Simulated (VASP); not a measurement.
# Ir2Pt (P4/mmm) in VASP: single point with PBE

Aim: the single point of Ir2Pt with PBE.

All numbers are computed with VASP 6.6.1; they aren't measurements. Logs are shortened: lines on timing, memory, paths and dates and some standing lists are left out, and cuts for length are marked.

### 1 The cell of the first run

It takes space group P4/mmm (No. 123, tetragonal). The conventional cell has a = 3.498 Å, b = 3.498 Å, c = 3.960 Å, α = 90.00°, β = 90.00°, γ = 90.00°. Within 2.4 Å of Ir (site symmetry 4mm) lie 2 Ir at 1.81 to 2.15 Å. Pt (site symmetry 4/mmm) has 8 Ir at 2.63 Å and 4 Pt at 3.50 Å within 3.5 Å.

The cell was generated, and may not be a known phase.

### 2 Single point, PBE

File INCAR:

```
SYSTEM = Ir2Pt
PREC     = Accurate       ! precision mode
ENCUT    = 570            ! plane-wave cutoff, eV
EDIFF    = 1E-6           ! SCF threshold, eV
ISMEAR   = 0              ! smearing method
SIGMA    = 0.1            ! smearing width, eV
LREAL    = .FALSE.        ! projectors in reciprocal space
LASPH    = .TRUE.         ! aspherical terms in the spheres
NELM     = 120            ! most SCF steps
ALGO     = Normal         ! electronic algorithm
ISIF     = 2              ! what is computed and relaxed
LWAVE    = .FALSE.        ! write WAVECAR
LCHARG   = .FALSE.        ! write CHGCAR
GGA      = PE             ! functional
NBANDS   = 33             ! bands
GGA_COMPAT= .FALSE.
```

File KPOINTS:

```
regular mesh
0
G
  6 6 4
  0 0 0
```

File POSCAR:

```
Ir2Pt
1.0
    3.4983755800      0.0000000000      0.0000000000
    0.0000000000      3.4983755800      0.0000000000
    0.0000000000      0.0000000000      3.9602767900
Ir Pt
2 1
Direct
    0.5000000000      0.5000000000      0.2287326400
    0.5000000000      0.5000000000      0.7712673600
    0.0000000000      0.0000000000      0.0000000000
```

Potentials or basis: VASP PAW PBE potentials, release 64 (Ir_sv_GW, Pt_sv_GW).

The run is started by

```sh
> cat potpaw_PBE.64/Ir_sv_GW/POTCAR potpaw_PBE.64/Pt_sv_GW/POTCAR > POTCAR
> mpirun -np 1 vasp_std > vasp.out
```

OUTCAR:

```text
SYSTEM = Ir2Pt
   PREC = Accurate
   ENCUT = 570
   EDIFF = 1E-6
   ISMEAR = 0
   LREAL = .FALSE.
   LASPH = .TRUE.
   NELM = 120
   ISIF = 2
   GGA = PE

 ion  position               nearest neighbor table
   1  0.500  0.500  0.229-   2 1.81   2 2.15   3 2.63   3 2.63   3 2.63   3 2.63
   2  0.500  0.500  0.771-   1 1.81   1 2.15   3 2.63   3 2.63   3 2.63   3 2.63
   3  0.000  0.000  0.000-   1 2.63   2 2.63   1 2.63   2 2.63   1 2.63   2 2.63   1 2.63   2 2.63

  LATTYP: Found a simple tetragonal cell.
 ALAT       =     3.4983755800
 C/A-ratio  =     1.1320330535

  Lattice vectors:

 A1 = (   3.4983755800,   0.0000000000,   0.0000000000)
 A2 = (   0.0000000000,   3.4983755800,   0.0000000000)
 A3 = (   0.0000000000,   0.0000000000,   3.9602767900)

Analysis of symmetry for initial positions (statically):
=====================================================================
 Subroutine PRICEL returns:
 Original cell was already a primitive cell.

 Routine SETGRP: Setting up the symmetry group for a
 simple tetragonal supercell.

 Subroutine GETGRP returns: Found 16 space group operations
 (whereof 16 operations were pure point group operations)
 out of a pool of 16 trial point group operations.

The static configuration has the point symmetry D_4h.

Analysis of symmetry for dynamics (positions and initial velocities):
=====================================================================
 Subroutine PRICEL returns:
 Original cell was already a primitive cell.

 Routine SETGRP: Setting up the symmetry group for a
 simple tetragonal supercell.

 Subroutine GETGRP returns: Found 16 space group operations
 (whereof 16 operations were pure point group operations)
 out of a pool of 16 trial point group operations.

The dynamic configuration has the point symmetry D_4h.

 Subroutine INISYM returns: Found 16 space group operations
 (whereof 16 operations are pure point group operations),
 and found     1 'primitive' translations

----------------------------------------------------------------------------------------

                                     Primitive cell

  volume of cell :      48.4684

  direct lattice vectors                    reciprocal lattice vectors
     3.498375580  0.000000000  0.000000000     0.285846953  0.000000000  0.000000000
     0.000000000  3.498375580  0.000000000     0.000000000  0.285846953  0.000000000
     0.000000000  0.000000000  3.960276790     0.000000000  0.000000000  0.252507603
[... 79 lines left out ...]
   ICHARG =      2    charge: 1-file 2-atom 10-const
   ISPIN  =      1    spin polarized calculation?
   LNONCOLLINEAR =      F non collinear calculations
   LSORBIT =      F    spin-orbit coupling
   LASPH  =      T    aspherical Exc in radial PAW
   ENCUT  =  570.0 eV  41.89 Ry    6.47 a.u.   6.81  6.81  7.71*2*pi/ulx,y,z
   NELM   =    120;   NELMIN=  2; NELMDL= -5     # of ELM steps
   EDIFF  = 0.1E-05   stopping-criterion for ELM
   LREAL  =      F    real-space projection
   EDIFFG = 0.1E-04   stopping-criterion for IOM
   NSW    =      0    number of steps for IOM
   IBRION =     -1    ionic relax: 0-MD 1-quasi-New 2-CG
   NFREE  =      0    steps in history (QN), initial steepest desc. (CG)
   ISIF   =      2    stress and relaxation
   ISYM   =      2    0-nonsym 1-usesym 2-fastsym
   POTIM  = 0.5000    time-step for ionic-motion
   TEBEG  =    0.0;   TEEND  =   0.0 temperature during run
   PSTRESS=    0.0 pullay stress
   NELECT =      52.0000    total number of electrons
   NUPDOWN=      -1.0000    fix difference up-down
   EMIN   =  10.00;   EMAX   =-10.00  energy-range for DOS
   EFERMI =   0.00;   METHOD = LEGACY
   ISMEAR =     0;   SIGMA  =   0.10  broadening in eV -4-tet -1-fermi 0-gaus
   EFERMI_NEDOS =   21; number of points for ismear=-14 and -15
   IALGO  =     38    algorithm
   IMIX   =      4    mixing-type and parameters
     AMIX     =   0.40;   BMIX     =  1.00
     AMIX_MAG =   1.60;   BMIX_MAG =  1.00
  volume/ion in A,a.u.               =      16.16       109.03
  Fermi-wavevector in a.u.,A,eV,Ry     =   1.675932  3.167053 38.215352  2.808749
  Thomas-Fermi vector in A             =   2.760464
   LORBIT       =      0    0 simple, 1 ext, 2 COOP (PROOUT), +10 PAW based schemes
   GGA     = PE    functional components
   LHFCALC =     F    Hartree Fock is set to
   AEXX    =    0.0000 exact exchange contribution
   IVDW    =     0    specifies the selected vdW correction
   LEPSILON=     F    determine dielectric tensor
   LRPA    =     F    only Hartree local field effects (RPA)
 non-spin polarized calculation
 Gauss-broadening in eV      SIGMA  =   0.10
  energy-cutoff  :      570.00
  volume of cell :       48.47
 maximum number of plane-waves:      1520
 NGX is ok and might be reduce to    28
   NGX = 13   NGY = 13   NGZ = 15

 number of electron      51.9999997 magnetization

 Free energy of the ion-electron system (eV)
  ---------------------------------------------------
  ext. energy  EPLUGINS =         0.00000000
  ---------------------------------------------------
  free energy    TOTEN  =       -12.94920069 eV

  energy without entropy =      -12.94161615  energy(sigma->0) =      -12.94540842

 E-fermi :  10.1540     XC(G=0): -13.2730

 val. band max:       10.1481548818   @ k =   0.5000   0.5000   0.0000
 cond. band min:      10.1776125895   @ k =   0.3333   0.0000   0.5000
 fundamental gap:      0.0294577078
 Fermi energy:        10.1539756192

 k-point     1 :       0.0000    0.0000    0.0000
  band No.  band energies     occupation
      1     -88.3053      2.00000
      2     -83.8893      2.00000
      3     -82.5118      2.00000
      4     -45.1693      2.00000
      5     -42.5715      2.00000
      6     -42.5715      2.00000
[... 853 lines left out ...]
     32      21.8981      0.00000
     33      24.5320      0.00000

 [... further k-points ...]
[... 5 lines left out ...]
  --------------------------------------------------------------------------------------
  -------------------------------------------------------------------------------------
  Total        6.5288226      6.5288226     94.9223247      0.0000000      0.0000000      0.0000000
  in kB      215.8176934    215.8176934   3137.7659229      0.0000000      0.0000000      0.0000000
  external PRESSURE =    1189.8004366 kB  Pullay stress =       0.0000000 kB

 VOLUME and BASIS-vectors are now :
 -----------------------------------------------------------------------------
  energy-cutoff  :      570.00
  volume of cell :       48.47
      direct lattice vectors                 reciprocal lattice vectors
     3.498375580  0.000000000  0.000000000     0.285846953  0.000000000  0.000000000
     0.000000000  3.498375580  0.000000000     0.000000000  0.285846953  0.000000000
     0.000000000  0.000000000  3.960276790     0.000000000  0.000000000  0.252507603

 POSITION                                       TOTAL-FORCE (eV/Angst)
 -----------------------------------------------------------------------------------
      1.74919      1.74919      0.90584         0.000000     -0.000000     33.087001
      1.74919      1.74919      3.05443         0.000000      0.000000    -33.087001
      0.00000      0.00000      0.00000         0.000000      0.000000      0.000000
 -----------------------------------------------------------------------------------
    total drift:                                0.000000      0.000000      0.000000

  FREE ENERGIE OF THE ION-ELECTRON SYSTEM (eV)
  ---------------------------------------------------
  free  energy   TOTEN  =       -12.9492006851 eV

  energy  without entropy=      -12.9416161485  energy(sigma->0) =      -12.94540842
```

stdout:

```text
POSCAR found type information on POSCAR IrPt
 POSCAR found :  2 types and       3 ions
 scaLAPACK will be used
 LDA part: xc-table for (Slater+PW92), standard interpolation
 POSCAR, INCAR and KPOINTS ok, starting setup
 FFT: planning ... GRIDC
 FFT: planning ... GRID_SOFT
 FFT: planning ... GRID
 WAVECAR not read
 entering main loop
```

It took 50 s on 1 thread of Intel Xeon Platinum 8259CL at 2.50GHz (Skylake/Cascade Lake), shared host; peak memory 0.2 GiB.

Results:

```
Free energy            : -12.9492 eV
Pressure               : 119.0 GPa
Largest force          : 33.087 eV/Å
Band gap on the k mesh : zero (bands 26 and 27 overlap by 2.93 eV)
```

Forces in eV/Å, atoms in the order of the input:
```
Ir    0.000   0.000  33.087
Ir    0.000   0.000 -33.087
Pt    0.000   0.000   0.000
```

Levels at points of the mesh, in eV from the Fermi level:
```csv
k point,band 22,band 23,band 24,band 25,band 26,band 27,band 28,band 29,band 30,band 31
"(0.00, 0.00, 0.00)",-1.65,-1.58,-0.86,-0.53,1.08,3.82,3.82,5.14,5.22,5.22
"(0.50, 0.00, 0.00)",-2.75,-2.53,-1.69,-0.30,1.50,3.59,3.82,3.88,5.58,5.91
"(0.50, 0.50, 0.00)",-2.01,-1.79,-0.84,-0.84,-0.01,2.28,3.10,3.67,3.67,5.84
"(0.00, 0.00, 0.50)",-3.04,-2.15,-2.15,-1.80,-1.49,-1.42,0.04,1.59,8.76,8.76
"(0.50, 0.00, 0.50)",-2.18,-1.66,-1.52,-1.51,-1.00,-0.85,-0.41,0.96,2.26,2.56
"(0.50, 0.50, 0.50)",-2.47,-2.31,-2.00,-1.94,-1.29,-0.85,1.40,2.62,2.62,6.58
```

Caveat: the k points lie up to 0.40 Å⁻¹ apart, too coarse for converged energies and pressures of a metal; atoms lie so close that the PAW spheres overlap strongly, which falsifies energies and pressures; spin-orbit coupling is left out, which moves the levels of the heavy elements; forces of over 1 eV/Å act on the atoms, so gaps and moduli don't describe the material at rest.

The gap in the log of VASP goes by the Fermi energy; the results here count the filled bands.